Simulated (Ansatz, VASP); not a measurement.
## One calculation of Co, two programs

```
Co
1.0
     2.34046    0.00000    0.00000
     0.00000    2.34046    0.00000
     0.00000    0.00000    2.34046
Co
1
Direct
  0.50000 0.50000 0.50000
```

Alike in both runs: functional PBE; k mesh 24 × 24 × 24; occupations gaussian, width 0.1 eV; collinear spin.

Ansatz relaxed the structure, and its values are those at the end. VASP's run is a single point on that final structure, the one shown.

```csv
,VASP,Ansatz
version,VASP 6.6.1,Ansatz 0.2.0
potentials or method,"VASP PAW PBE potentials, release 64 (Co), cutoff 520 eV","scalar-relativistic, plane waves, PAW"
valence electrons in the cell,9,17
```

|  | VASP | Ansatz | Ansatz less VASP |
| --- | --- | --- | --- |
| gap on the k mesh at the Fermi level (eV) | none | none | - |
| pressure (GPa) | -0.8 | 0.0 | +0.76 |
| net moment per atom (μB) | 1.87 | 1.89 | +0.017 |
| size of the moment on the site where the two differ most (μB) | 1.88 | 1.90 | +0.026 |

Site moments also hang on the region over which each program counts them. A gap of «none» marks a metal or a gap that the smearing closes. VASP's potentials hold 9 valence electrons a cell and Ansatz's 17, so a difference there can come from the potentials and not from the codes.
